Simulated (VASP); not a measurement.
# AlN (F-43m) in VASP: further runs, part 2 of 2

VASP 6.6.1. Earlier steps stand in the parts before.

### Step 4. Single point, LDA

File INCAR:

```
SYSTEM = AlN
PREC = Accurate
ENCUT = 600
EDIFF = 1E-6
ISMEAR = 0
SIGMA = 0.05
LREAL = .FALSE.
LASPH = .TRUE.
NELM = 120
ALGO = Normal
ISIF = 2
LWAVE = .FALSE.
LCHARG = .FALSE.
GGA = CA
NBANDS = 11
GGA_COMPAT = .FALSE.
```

File KPOINTS:

```
regular mesh
0
G
  10 10 10
  0 0 0
```

File POSCAR:

```
AlN
1.0
    0.0000000000      2.1839935596      2.1839935596
    2.1839935596      0.0000000000      2.1839935596
    2.1839935596      2.1839935596      0.0000000000
Al N
1 1
Direct
    0.0000000000      0.0000000000      0.0000000000
    0.7500000000      0.7500000000      0.7500000000
```

Potentials or basis: VASP PAW LDA potentials, release 64 (Al, N).

Launch:

```
$ cat potpaw_LDA.64/Al/POTCAR potpaw_LDA.64/N/POTCAR > POTCAR
$ mpirun -np 1 vasp_std > vasp.out
```

OUTCAR:

```text
SYSTEM = AlN
   PREC = Accurate
   ENCUT = 600
   EDIFF = 1E-6
   ISMEAR = 0
   LREAL = .FALSE.
   LASPH = .TRUE.
   NELM = 120
   ISIF = 2
   GGA = CA

 ion  position               nearest neighbor table
   1  0.000  0.000  0.000-   2 1.89   2 1.89   2 1.89   2 1.89
   2  0.750  0.750  0.750-   1 1.89   1 1.89   1 1.89   1 1.89

  LATTYP: Found a face centered cubic cell.
 ALAT       =     4.3679871192

  Lattice vectors:

 A1 = (   0.0000000000,   2.1839935596,   2.1839935596)
 A2 = (   2.1839935596,   0.0000000000,   2.1839935596)
 A3 = (   2.1839935596,   2.1839935596,   0.0000000000)

Analysis of symmetry for initial positions (statically):
=====================================================================
 Subroutine PRICEL returns:
 Original cell was already a primitive cell.

 Routine SETGRP: Setting up the symmetry group for a
 face centered cubic supercell.

 Subroutine GETGRP returns: Found 24 space group operations
 (whereof 24 operations were pure point group operations)
 out of a pool of 48 trial point group operations.

The static configuration has the point symmetry T_d .

Analysis of symmetry for dynamics (positions and initial velocities):
=====================================================================
 Subroutine PRICEL returns:
 Original cell was already a primitive cell.

 Routine SETGRP: Setting up the symmetry group for a
 face centered cubic supercell.

 Subroutine GETGRP returns: Found 24 space group operations
 (whereof 24 operations were pure point group operations)
 out of a pool of 48 trial point group operations.

The dynamic configuration has the point symmetry T_d .

 Subroutine INISYM returns: Found 24 space group operations
 (whereof 24 operations are pure point group operations),
 and found     1 'primitive' translations

----------------------------------------------------------------------------------------

                                     Primitive cell

  volume of cell :      20.8345

  direct lattice vectors                    reciprocal lattice vectors
     0.000000000  2.183993560  2.183993560    -0.228938404  0.228938404  0.228938404
     2.183993560  0.000000000  2.183993560     0.228938404 -0.228938404  0.228938404
     2.183993560  2.183993560  0.000000000     0.228938404  0.228938404 -0.228938404

  length of vectors
     3.088633312  3.088633312  3.088633312     0.396532948  0.396532948  0.396532948

  position of ions in fractional coordinates (direct lattice)
     0.000000000  0.000000000  0.000000000
     0.750000000  0.750000000  0.750000000

  ion indices of the primitive-cell ions
   primitive index   ion index
                 1           1
                 2           2

----------------------------------------------------------------------------------------

 KPOINTS: regular mesh

Automatic generation of k-mesh.
 Grid dimensions read from file:
 generate k-points for:   10   10   10

 Generating k-lattice:

  Cartesian coordinates                     Fractional coordinates (reciprocal lattice)
    -0.022893840  0.022893840  0.022893840     0.100000000  0.000000000  0.000000000
     0.022893840 -0.022893840  0.022893840     0.000000000  0.100000000  0.000000000
     0.022893840  0.022893840 -0.022893840     0.000000000  0.000000000  0.100000000

  Length of vectors
     0.039653295  0.039653295  0.039653295

  Shift w.r.t. Gamma in fractional coordinates (k-lattice)
     0.000000000  0.000000000  0.000000000

 Subroutine IBZKPT returns following result:
 ===========================================

 Found     47 irreducible k-points:

 Following reciprocal coordinates:
            Coordinates               Weight
  0.000000  0.000000  0.000000      1.000000
  0.100000  0.000000  0.000000      8.000000
  0.200000  0.000000  0.000000      8.000000
  0.300000  0.000000  0.000000      8.000000
  0.400000  0.000000  0.000000      8.000000
  0.500000  0.000000  0.000000      4.000000
[... 16 lines left out ...]
  0.300000  0.300000  0.000000      6.000000
  0.400000  0.300000  0.000000     24.000000
 [... further k-points ...]
   k-points           NKPTS =     47   k-points in BZ     NKDIM =     47   number of bands    NBANDS=     11
   number of dos      NEDOS =    301   number of ions     NIONS =      2
   total plane-waves  NPLWV =  21952
   dimension x,y,z NGX =    28 NGY =   28 NGZ =   28
   dimension x,y,z NGXF=    56 NGYF=   56 NGZF=   56
   ions per type =               1   1
   NGX,Y,Z   is equivalent  to a cutoff of  15.07, 15.07, 15.07 a.u.
   NGXF,Y,Z  is equivalent  to a cutoff of  30.14, 30.14, 30.14 a.u.
 SYSTEM =  AlN
   PREC   = accura    normal or accurate (medium, high low for compatibility)
   ISTART =      0    job   : 0-new  1-cont  2-samecut
   ICHARG =      2    charge: 1-file 2-atom 10-const
   ISPIN  =      1    spin polarized calculation?
   LNONCOLLINEAR =      F non collinear calculations
   LSORBIT =      F    spin-orbit coupling
   LASPH  =      T    aspherical Exc in radial PAW
   ENCUT  =  600.0 eV  44.10 Ry    6.64 a.u.   6.17  6.17  6.17*2*pi/ulx,y,z
   NELM   =    120;   NELMIN=  2; NELMDL= -5     # of ELM steps
   EDIFF  = 0.1E-05   stopping-criterion for ELM
   LREAL  =      F    real-space projection
   EDIFFG = 0.1E-04   stopping-criterion for IOM
   NSW    =      0    number of steps for IOM
   IBRION =     -1    ionic relax: 0-MD 1-quasi-New 2-CG
   NFREE  =      0    steps in history (QN), initial steepest desc. (CG)
   ISIF   =      2    stress and relaxation
   ISYM   =      2    0-nonsym 1-usesym 2-fastsym
   POTIM  = 0.5000    time-step for ionic-motion
   TEBEG  =    0.0;   TEEND  =   0.0 temperature during run
   PSTRESS=    0.0 pullay stress
   NELECT =       8.0000    total number of electrons
   NUPDOWN=      -1.0000    fix difference up-down
   EMIN   =  10.00;   EMAX   =-10.00  energy-range for DOS
   EFERMI =   0.00;   METHOD = LEGACY
   ISMEAR =     0;   SIGMA  =   0.05  broadening in eV -4-tet -1-fermi 0-gaus
   EFERMI_NEDOS =   21; number of points for ismear=-14 and -15
   IALGO  =     38    algorithm
   IMIX   =      4    mixing-type and parameters
     AMIX     =   0.40;   BMIX     =  1.00
     AMIX_MAG =   1.60;   BMIX_MAG =  1.00
  volume/ion in A,a.u.               =      10.42        70.30
  Fermi-wavevector in a.u.,A,eV,Ry     =   1.189899  2.248583 19.263943  1.415860
  Thomas-Fermi vector in A             =   2.325996
   LORBIT       =      0    0 simple, 1 ext, 2 COOP (PROOUT), +10 PAW based schemes
   GGA     = CA    functional components
   LHFCALC =     F    Hartree Fock is set to
   AEXX    =    0.0000 exact exchange contribution
   IVDW    =     0    specifies the selected vdW correction
   LEPSILON=     F    determine dielectric tensor
   LRPA    =     F    only Hartree local field effects (RPA)
 non-spin polarized calculation
 Gauss-broadening in eV      SIGMA  =   0.05
  energy-cutoff  :      600.00
  volume of cell :       20.83
 maximum number of plane-waves:       725
 NGX is ok and might be reduce to    28
   NGX = 13   NGY = 13   NGZ = 13

 number of electron       8.0000000 magnetization

 Free energy of the ion-electron system (eV)
  ---------------------------------------------------
  ext. energy  EPLUGINS =         0.00000000
  ---------------------------------------------------
  free energy    TOTEN  =       -16.37346345 eV

  energy without entropy =      -16.37346345  energy(sigma->0) =      -16.37346345

 E-fermi :   5.9929     XC(G=0): -11.2662

 val. band max:        5.7078313754   @ k =   0.0000   0.0000   0.0000
 cond. band min:       8.9311777078   @ k =   0.5000   0.5000   0.0000
 fundamental gap:      3.2233463323
 Fermi energy:         5.9929330467

 k-point     1 :       0.0000    0.0000    0.0000
  band No.  band energies     occupation
      1      -9.1155      2.00000
      2       5.7078      2.00000
      3       5.7078      2.00000
      4       5.7078      2.00000
      5       9.9426      0.00000
      6      18.0420      0.00000
      7      18.0420      0.00000
      8      18.0420      0.00000
      9      23.2319      0.00000
     10      23.2319      0.00000
     11      24.6162      0.00000
[... 309 lines left out ...]
 k-point    24 :       0.4000    0.3000    0.0000
  band No.  band energies     occupation
      1      -7.0467      2.00000
      2       1.5407      2.00000
      3       3.9845      2.00000
      4       4.2887      2.00000
      5      10.5325      0.00000
      6      15.0428      0.00000
      7      17.8046      0.00000
      8      20.0740      0.00000
      9      20.5760      0.00000
     10      26.7988      0.00000
     11      29.1095      0.00000

 [... further k-points ...]
[... 5 lines left out ...]
  --------------------------------------------------------------------------------------
  -------------------------------------------------------------------------------------
  Total       -0.4050460     -0.4050460     -0.4050460      0.0000000     -0.0000000      0.0000000
  in kB      -31.1480470    -31.1480470    -31.1480470      0.0000000     -0.0000000      0.0000000
  external PRESSURE =     -31.1480470 kB  Pullay stress =       0.0000000 kB

 VOLUME and BASIS-vectors are now :
 -----------------------------------------------------------------------------
  energy-cutoff  :      600.00
  volume of cell :       20.83
      direct lattice vectors                 reciprocal lattice vectors
     0.000000000  2.183993560  2.183993560    -0.228938404  0.228938404  0.228938404
     2.183993560  0.000000000  2.183993560     0.228938404 -0.228938404  0.228938404
     2.183993560  2.183993560  0.000000000     0.228938404  0.228938404 -0.228938404

 POSITION                                       TOTAL-FORCE (eV/Angst)
 -----------------------------------------------------------------------------------
      0.00000      0.00000      0.00000         0.000000      0.000000      0.000000
      3.27599      3.27599      3.27599        -0.000000     -0.000000     -0.000000
 -----------------------------------------------------------------------------------
    total drift:                                0.000000      0.000000      0.000000

  FREE ENERGIE OF THE ION-ELECTRON SYSTEM (eV)
  ---------------------------------------------------
  free  energy   TOTEN  =       -16.3734634499 eV

  energy  without entropy=      -16.3734634499  energy(sigma->0) =      -16.37346345
```

It took 22 s on 1 thread of Intel Xeon 8259CL, shared host; peak memory 0.14 GiB.

Results:

```
Free energy            : -16.3735 eV
Pressure               : -3.1 GPa
Band gap on the k mesh : 3.22 eV, indirect (least direct gap 4.23 eV)
```

Levels at points of the mesh, in eV from the valence-band top:
```
           k point  band 1  band 2  band 3  band 4  band 5  band 6  band 7  band 8
(0.00, 0.00, 0.00)  -14.82    0.00    0.00    0.00    4.23   12.33   12.33   12.33
(0.50, 0.00, 0.00)  -12.70   -5.91   -0.49   -0.49    7.27    9.77   10.96   10.96
(0.50, 0.50, 0.00)  -12.04   -4.96   -1.79   -1.79    3.22    8.41   13.75   15.49
```

A k mesh can miss the band edges. LDA gaps usually lie below the measured ones, often by a third to a half.
